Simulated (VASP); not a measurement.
# Al2O3 (R-3c) in VASP: notebook

Al2O3 is run at these levels: PBE; tasks: relaxation of cell and atoms.

Program: VASP 6.6.1. These are calculated values, not measurements. Logs are shortened: lines on timing, memory, paths and dates and some standing lists are left out, and cuts for length are marked.

**1. The cell of the first run**

It takes space group R-3c (No. 167, trigonal). The conventional cell has a = 4.808 Å, b = 4.808 Å, c = 13.124 Å, α = 90.00°, β = 90.00°, γ = 120.00°. Al (site symmetry 3) has 6 O at 1.87 to 1.99 Å within 2.5 Å. Within 2.9 Å of O (site symmetry 2) lie 4 Al at 1.87 to 1.99 Å and 12 O at 2.55 to 2.90 Å.

**2. Relaxation of cell and atoms, PBE**

INCAR reads:

```
PREC = Accurate ; ENCUT = 600
EDIFF = 1E-6 ; ISMEAR = 0
SIGMA = 0.02 ; LREAL = False
LASPH = True ; NELM = 80
ALGO = Normal ; ISIF = 3
LWAVE = False ; LCHARG = False
GGA = PE ; IBRION = 2
NSW = 100 ; EDIFFG = -0.01
```

KPOINTS reads:

```
regular mesh
0
Gamma
  6 6 6
```

POSCAR reads:

```
Al2O3
1.0
    2.4041752114      1.3880512055      4.3747379697
   -2.4041752114      1.3880512055      4.3747379697
    0.0000000000     -2.7761024110      4.3747379697
Al O
4 6
Direct
    0.3520928232      0.3520928232      0.3520928232
    0.1479071768      0.1479071768      0.1479071768
    0.6479071768      0.6479071768      0.6479071768
    0.8520928232      0.8520928232      0.8520928232
    0.5561524593      0.9438475407      0.2500000000
    0.2500000000      0.5561524593      0.9438475407
    0.9438475407      0.2500000000      0.5561524593
    0.4438475407      0.0561524593      0.7500000000
    0.7500000000      0.4438475407      0.0561524593
    0.0561524593      0.7500000000      0.4438475407
```

Potentials or basis: VASP PAW PBE potentials, release 64 (Al, O).

Run with:

```console
> cat potpaw_PBE.64/Al/POTCAR potpaw_PBE.64/O/POTCAR > POTCAR
> mpirun -np 1 vasp_std > vasp.out
```

OUTCAR:

```text
PREC = Accurate
   ENCUT = 600
   EDIFF = 1E-6
   ISMEAR = 0
   LREAL = False
   LASPH = True
   NELM = 80
   ISIF = 3
   GGA = PE
   IBRION = 2
   NSW = 100
   EDIFFG = -0.01

 ion  position               nearest neighbor table
   1  0.352  0.352  0.352-  10 1.87   8 1.87   9 1.87   5 1.99   7 1.99   6 1.99   2 2.68   3 2.82
                             3 2.82   3 2.82   2 3.25   2 3.25   2 3.25
   2  0.148  0.148  0.148-   9 1.87   8 1.87  10 1.87   5 1.99   7 1.99   6 1.99   1 2.68   4 2.82
                             4 2.82   4 2.82   1 3.25   1 3.25   1 3.25
   3  0.648  0.648  0.648-   7 1.87   5 1.87   6 1.87   8 1.99   9 1.99  10 1.99   4 2.68   1 2.82
                             1 2.82   1 2.82   4 3.25   4 3.25   4 3.25
   4  0.852  0.852  0.852-   6 1.87   5 1.87   7 1.87   8 1.99   9 1.99  10 1.99   3 2.68   2 2.82
                             2 2.82   2 2.82   3 3.25   3 3.25   3 3.25
   5  0.556  0.944  0.250-   3 1.87   4 1.87   1 1.99   2 1.99
   6  0.250  0.556  0.944-   4 1.87   3 1.87   1 1.99   2 1.99
   7  0.944  0.250  0.556-   3 1.87   4 1.87   1 1.99   2 1.99
   8  0.444  0.056  0.750-   1 1.87   2 1.87   3 1.99   4 1.99
   9  0.750  0.444  0.056-   2 1.87   1 1.87   3 1.99   4 1.99
  10  0.056  0.750  0.444-   1 1.87   2 1.87   3 1.99   4 1.99

  LATTYP: Found a trigonal (rhomboedric) cell.
 ALAT       =     5.1812234945
 COS(alpha) =     0.5693766519

  Lattice vectors:

 A1 = (   2.4041752114,   1.3880512055,   4.3747379697)
 A2 = (  -2.4041752114,   1.3880512055,   4.3747379697)
 A3 = (   0.0000000000,  -2.7761024110,   4.3747379697)

Analysis of symmetry for initial positions (statically):
=====================================================================
 Subroutine PRICEL returns:
 Original cell was already a primitive cell.

 Routine SETGRP: Setting up the symmetry group for a
 trigonal (rhombohedral) supercell.

 Subroutine GETGRP returns: Found 12 space group operations
 (whereof  6 operations were pure point group operations)
 out of a pool of 12 trial point group operations.

The static configuration has the point symmetry S_6 .
 The point group associated with its full space group is D_3d.

Analysis of symmetry for dynamics (positions and initial velocities):
=====================================================================
 Subroutine PRICEL returns:
 Original cell was already a primitive cell.

 Routine SETGRP: Setting up the symmetry group for a
 trigonal (rhombohedral) supercell.

 Subroutine GETGRP returns: Found 12 space group operations
 (whereof  6 operations were pure point group operations)
 out of a pool of 12 trial point group operations.

The dynamic configuration has the point symmetry S_6 .
 The point group associated with its full space group is D_3d.

 Subroutine INISYM returns: Found 12 space group operations
 (whereof  6 operations are pure point group operations),
 and found     1 'primitive' translations

----------------------------------------------------------------------------------------

                                     Primitive cell

  volume of cell :      87.5941

  direct lattice vectors                    reciprocal lattice vectors
     2.404175211  1.388051206  4.374737970     0.207971531  0.120072420  0.076195040
    -2.404175211  1.388051206  4.374737970    -0.207971531  0.120072420  0.076195040
     0.000000000 -2.776102411  4.374737970     0.000000000 -0.240144839  0.076195040

  length of vectors
     5.181223494  5.181223494  5.181223494     0.251942906  0.251942906  0.251942906

  position of ions in fractional coordinates (direct lattice)
     0.352092823  0.352092823  0.352092823
     0.147907177  0.147907177  0.147907177
     0.647907177  0.647907177  0.647907177
     0.852092823  0.852092823  0.852092823
     0.556152459  0.943847541  0.250000000
     0.250000000  0.556152459  0.943847541
     0.943847541  0.250000000  0.556152459
     0.443847541  0.056152459  0.750000000
     0.750000000  0.443847541  0.056152459
     0.056152459  0.750000000  0.443847541

  ion indices of the primitive-cell ions
   primitive index   ion index
                 1           1
                 2           2
                 3           3
                 4           4
                 5           5
                 6           6
                 7           7
                 8           8
                 9           9
                10          10

----------------------------------------------------------------------------------------

 KPOINTS: regular mesh

Automatic generation of k-mesh.
 Grid dimensions read from file:
 generate k-points for:    6    6    6

 Generating k-lattice:

  Cartesian coordinates                     Fractional coordinates (reciprocal lattice)
     0.034661922  0.020012070  0.012699173     0.166666667 -0.000000000  0.000000000
    -0.034661922  0.020012070  0.012699173    -0.000000000  0.166666667  0.000000000
     0.000000000 -0.040024140  0.012699173     0.000000000  0.000000000  0.166666667

  Length of vectors
     0.041990484  0.041990484  0.041990484

  Shift w.r.t. Gamma in fractional coordinates (k-lattice)
     0.000000000  0.000000000  0.000000000

 Subroutine IBZKPT returns following result:
 ===========================================

 Found     32 irreducible k-points:

 Following reciprocal coordinates:
            Coordinates               Weight
  0.000000  0.000000  0.000000      1.000000
  0.166667 -0.000000  0.000000      6.000000
  0.333333  0.000000  0.000000      6.000000
  0.500000  0.000000  0.000000      3.000000
  0.166667  0.166667  0.000000      6.000000
  0.333333  0.166667  0.000000     12.000000
[... 16 lines left out ...]
  0.500000  0.500000  0.166667      6.000000
 -0.333333  0.500000  0.166667     12.000000
 [... further k-points ...]
   k-points           NKPTS =     32   k-points in BZ     NKDIM =     32   number of bands    NBANDS=     30
   number of dos      NEDOS =    301   number of ions     NIONS =     10
   total plane-waves  NPLWV =  74088
   dimension x,y,z NGX =    42 NGY =   42 NGZ =   42
   dimension x,y,z NGXF=    84 NGYF=   84 NGZF=   84
   ions per type =               4   6
   NGX,Y,Z   is equivalent  to a cutoff of  13.48, 13.48, 13.48 a.u.
   NGXF,Y,Z  is equivalent  to a cutoff of  26.95, 26.95, 26.95 a.u.
 SYSTEM =  unknown system
   PREC   = accura    normal or accurate (medium, high low for compatibility)
   ISTART =      0    job   : 0-new  1-cont  2-samecut
   ICHARG =      2    charge: 1-file 2-atom 10-const
   ISPIN  =      1    spin polarized calculation?
   LNONCOLLINEAR =      F non collinear calculations
   LSORBIT =      F    spin-orbit coupling
   LASPH  =      T    aspherical Exc in radial PAW
   ENCUT  =  600.0 eV  44.10 Ry    6.64 a.u.  10.35 10.35 10.35*2*pi/ulx,y,z
   NELM   =     80;   NELMIN=  2; NELMDL= -5     # of ELM steps
   EDIFF  = 0.1E-05   stopping-criterion for ELM
   LREAL  =      F    real-space projection
   EDIFFG = -.1E-01   stopping-criterion for IOM
   NSW    =    100    number of steps for IOM
   IBRION =      2    ionic relax: 0-MD 1-quasi-New 2-CG
   NFREE  =      1    steps in history (QN), initial steepest desc. (CG)
   ISIF   =      3    stress and relaxation
   ISYM   =      2    0-nonsym 1-usesym 2-fastsym
   POTIM  = 0.5000    time-step for ionic-motion
   TEBEG  =    0.0;   TEEND  =   0.0 temperature during run
   PSTRESS=    0.0 pullay stress
   NELECT =      48.0000    total number of electrons
   NUPDOWN=      -1.0000    fix difference up-down
   EMIN   =  10.00;   EMAX   =-10.00  energy-range for DOS
   EFERMI =   0.00;   METHOD = LEGACY
   ISMEAR =     0;   SIGMA  =   0.02  broadening in eV -4-tet -1-fermi 0-gaus
   EFERMI_NEDOS =   21; number of points for ismear=-14 and -15
   IALGO  =     38    algorithm
   IMIX   =      4    mixing-type and parameters
     AMIX     =   0.40;   BMIX     =  1.00
     AMIX_MAG =   1.60;   BMIX_MAG =  1.00
  volume/ion in A,a.u.               =       8.76        59.11
  Fermi-wavevector in a.u.,A,eV,Ry     =   1.339667  2.531604 24.418490  1.794708
  Thomas-Fermi vector in A             =   2.468041
   LORBIT       =      0    0 simple, 1 ext, 2 COOP (PROOUT), +10 PAW based schemes
   GGA     = PE    functional components
   LHFCALC =     F    Hartree Fock is set to
   AEXX    =    0.0000 exact exchange contribution
   IVDW    =     0    specifies the selected vdW correction
   LEPSILON=     F    determine dielectric tensor
   LRPA    =     F    only Hartree local field effects (RPA)
 conjugate gradient relaxation of ions
 non-spin polarized calculation
 Gauss-broadening in eV      SIGMA  =   0.02
  energy-cutoff  :      600.00
  volume of cell :       87.59
 maximum number of plane-waves:      2964
 NGX is ok and might be reduce to    42
   NGX = 21   NGY = 21   NGZ = 21

--------------------------------------- Ionic step        1  -------------------------------------------

 number of electron      47.9999999 magnetization

 Free energy of the ion-electron system (eV)
  ---------------------------------------------------
  ext. energy  EPLUGINS =         0.00000000
  ---------------------------------------------------
  free energy    TOTEN  =       -74.83228624 eV

  energy without entropy =      -74.83228624  energy(sigma->0) =      -74.83228624

------------------------ aborting loop because EDIFF is reached ----------------------------------------

  FORCE on cell =-STRESS in cart. coord.  units (eV):
  Direction    XX          YY          ZZ          XY          YZ          ZX
  --------------------------------------------------------------------------------------
  -------------------------------------------------------------------------------------
  Total       -0.2385891     -0.2385891     -0.2576470      0.0000000      0.0000000      0.0000000
  in kB       -4.3640148     -4.3640148     -4.7126024      0.0000000      0.0000000      0.0000000
  external PRESSURE =      -4.4802107 kB  Pullay stress =       0.0000000 kB
[... 73 lines left out ...]
  energy  without entropy=      -74.8324071371  energy(sigma->0) =      -74.83240714

--------------------------------------- Ionic step        3  -------------------------------------------

 number of electron      47.9999999 magnetization

 Free energy of the ion-electron system (eV)
  ---------------------------------------------------
  ext. energy  EPLUGINS =         0.00000000
  ---------------------------------------------------
  free energy    TOTEN  =       -74.83255430 eV

  energy without entropy =      -74.83255430  energy(sigma->0) =      -74.83255430

 E-fermi :   5.9307     XC(G=0): -11.5482

 val. band max:        5.8199135989   @ k =   0.0000   0.0000   0.0000
 cond. band min:      11.6962383964   @ k =   0.0000   0.0000   0.0000
 fundamental gap:      5.8763247975
 Fermi energy:         5.9307221126

 k-point     1 :       0.0000    0.0000    0.0000
  band No.  band energies     occupation
      1     -13.2078      2.00000
      2     -10.9799      2.00000
      3     -10.7153      2.00000
      4     -10.7153      2.00000
      5     -10.4081      2.00000
      6     -10.4081      2.00000
[... 781 lines left out ...]
     29      16.0219      0.00000
     30      16.7797      0.00000

 [... further k-points ...]

------------------------ aborting loop because EDIFF is reached ----------------------------------------

  FORCE on cell =-STRESS in cart. coord.  units (eV):
  Direction    XX          YY          ZZ          XY          YZ          ZX
  --------------------------------------------------------------------------------------
  -------------------------------------------------------------------------------------
  Total        0.0232789      0.0232789     -0.0174556      0.0000000     -0.0000000      0.0000000
  in kB        0.4266667      0.4266667     -0.3199355      0.0000000     -0.0000000      0.0000000
  external PRESSURE =       0.1777993 kB  Pullay stress =       0.0000000 kB
[... 25 lines left out ...]
  FREE ENERGIE OF THE ION-ELECTRON SYSTEM (eV)
  ---------------------------------------------------
  free  energy   TOTEN  =       -74.8325543027 eV

  energy  without entropy=      -74.8325543027  energy(sigma->0) =      -74.83255430

 reached required accuracy - stopping structural energy minimisation
```

Wall time 1.8 min (1 thread of AMD EPYC 9R45 (Zen 5), shared host); peak memory 0.27 GiB.

What came out:

| Quantity | Value |
| --- | --- |
| Free energy | -74.8326 eV |
| Relaxed volume | 8.74 Å³/atom |
| Relaxed cell | a = 5.178 Å, b = 5.178 Å, c = 5.178 Å, α = 55.30°, β = 55.30°, γ = 55.30° |
| Space group after relaxing (to 0.1 Å) | R-3c (No. 167) |
| Energy gained by relaxing | 0.0 meV/atom |
| Ionic steps | 3 |
| Pressure after relaxing | 0.0 GPa |
| Largest force after relaxing | 0.007 eV/Å |
| Band gap on the k mesh | 5.88 eV |

Forces in eV/Å, atoms in the order of the input:
```
Al   0.000  0.000  0.007
Al   0.000  0.000 -0.007
Al   0.000  0.000 -0.007
Al   0.000  0.000  0.007
O    0.002  0.000  0.000
O   -0.001  0.002  0.000
O   -0.001 -0.002  0.000
O   -0.002  0.000  0.000
O    0.001 -0.002  0.000
O    0.001  0.002  0.000
```

The path:
| step | energy change (eV) | largest force (eV/Å) | pressure (GPa) | volume (Å³) |
| --- | --- | --- | --- | --- |
| 1 | 0.0000 | 0.0139 | -0.45 | 87.59 |
| 2 | -0.0001 | 0.0018 | 0.36 | 87.28 |
| 3 | -0.0003 | 0.0069 | 0.02 | 87.41 |

Final structure:
```
Al O
1.0
     2.40257    1.38713    4.37159
    -2.40257    1.38713    4.37159
     0.00000   -2.77425    4.37159
Al O
4 6
Direct
  0.35212 0.35212 0.35212
  0.14788 0.14788 0.14788
  0.64788 0.64788 0.64788
  0.85212 0.85212 0.85212
  0.55616 0.94383 0.25000
  0.25000 0.55616 0.94384
  0.94384 0.25000 0.55617
  0.44384 0.05616 0.75000
  0.75000 0.44383 0.05616
  0.05616 0.75000 0.44383
```

Levels at points of the mesh, in eV from the valence-band top:
```tsv
k point	band 20	band 21	band 22	band 23	band 24	band 25	band 26	band 27	band 28	band 29
(0.00, 0.00, 0.00)	-0.46	-0.46	-0.03	-0.03	0.00	5.88	8.92	10.39	11.29	11.29
(0.50, 0.00, 0.00)	-1.28	-0.86	-0.86	-0.25	-0.25	9.16	9.16	9.37	9.37	11.61
(0.50, 0.50, 0.00)	-1.25	-0.97	-0.87	-0.70	-0.23	9.38	9.50	9.64	10.16	10.92
(0.50, 0.50, 0.50)	-1.92	-0.35	-0.35	-0.35	-0.35	8.38	8.38	10.87	10.87	12.11
```

**3. Relaxation of cell and atoms, PBE**

INCAR reads:

```
  PREC = Accurate
  ENCUT = 600
  EDIFF = 1E-6
  ISMEAR = 0
  SIGMA = 0.01
  LREAL = F
  LASPH = T
  NELM = 80
  ALGO = Normal
  ISIF = 3
  LWAVE = F
  LCHARG = F
  GGA = PE
  IBRION = 2
  NSW = 80
  EDIFFG = -0.001
```

KPOINTS is that of step 2.

POSCAR reads:

```
Al2O3
1.0
    2.4044410060      1.3882046620      4.3746680506
   -2.4044410060      1.3882046620      4.3746680506
    0.0000000000     -2.7764093241      4.3746680506
Al O
4 6
Direct
    0.3521453372      0.3521453372      0.3521453372
    0.1478546628      0.1478546628      0.1478546628
    0.6478546628      0.6478546628      0.6478546628
    0.8521453372      0.8521453372      0.8521453372
    0.5561721818      0.9438278182      0.2500000000
    0.2500000000      0.5561721818      0.9438278182
    0.9438278182      0.2500000000      0.5561721818
    0.4438278182      0.0561721818      0.7500000000
    0.7500000000      0.4438278182      0.0561721818
    0.0561721818      0.7500000000      0.4438278182
```

Potentials or basis: VASP PAW PBE potentials, release 64 (Al, O).

Run with:

```console
> cat potpaw_PBE.64/Al/POTCAR potpaw_PBE.64/O/POTCAR > POTCAR
> mpirun -np 1 vasp_std > vasp.out
```

It took 3.3 min on 1 thread of AMD EPYC 9R45 (Zen 5), shared host; peak memory 0.27 GiB.

It converged, with:

```yaml
Free_energy: -74.8326 eV
Relaxed_volume: 8.74 Å³/atom
Relaxed_cell: a = 5.177 Å, b = 5.177 Å, c = 5.177 Å, α = 55.31°, β = 55.31°, γ = 55.31°
Space_group_after_relaxing_to_0.1_Å: R-3c (No. 167)
Energy_gained_by_relaxing: 0.0 meV/atom
Ionic_steps: 11
Pressure_after_relaxing: 0.0 GPa
Band_gap_on_the_k_mesh: 5.87 eV
```

The path:
```csv
step,energy change (eV),largest force (eV/Å),pressure (GPa),volume (Å³)
1,0.0000,0.0035,-0.50,87.61
2,-0.0001,0.0034,0.40,87.27
3,-0.0003,0.0012,0.01,87.42
4,-0.0003,0.0013,0.00,87.42
5,-0.0003,0.0011,0.00,87.42
6,-0.0003,0.0011,-0.01,87.42
7,-0.0003,0.0010,-0.01,87.42
8,-0.0003,0.0011,0.00,87.42
9,-0.0003,0.0011,-0.01,87.42
10,-0.0003,0.0011,-0.01,87.42
11,-0.0003,0.0003,0.00,87.42
```

Final structure:
```yaml
crystal:
  lattice:
    - [2.40283, 1.38728, 4.37083]
    - [-2.40283, 1.38728, 4.37083]
    - [0.00000, -2.77455, 4.37083]
  atoms:
    - { symbol: Al, position: [0.35216, 0.35216, 0.35216] }
    - { symbol: Al, position: [0.14784, 0.14784, 0.14784] }
    - { symbol: Al, position: [0.64784, 0.64784, 0.64784] }
    - { symbol: Al, position: [0.85216, 0.85216, 0.85216] }
    - { symbol: O, position: [0.55617, 0.94383, 0.25000] }
    - { symbol: O, position: [0.25000, 0.55617, 0.94383] }
    - { symbol: O, position: [0.94383, 0.25000, 0.55617] }
    - { symbol: O, position: [0.44383, 0.05617, 0.75000] }
    - { symbol: O, position: [0.75000, 0.44383, 0.05617] }
    - { symbol: O, position: [0.05617, 0.75000, 0.44383] }
```

Levels at points of the mesh, in eV from the valence-band top:
```tsv
k point	band 22	band 23	band 24	band 25	band 26	band 27
(0.00, 0.00, 0.00)	-0.03	-0.03	0.00	5.87	8.92	10.39
(0.50, 0.00, 0.00)	-0.86	-0.25	-0.25	9.16	9.16	9.37
(0.50, 0.50, 0.00)	-0.88	-0.70	-0.23	9.38	9.50	9.63
(0.50, 0.50, 0.50)	-0.36	-0.36	-0.36	8.37	8.37	10.86
```
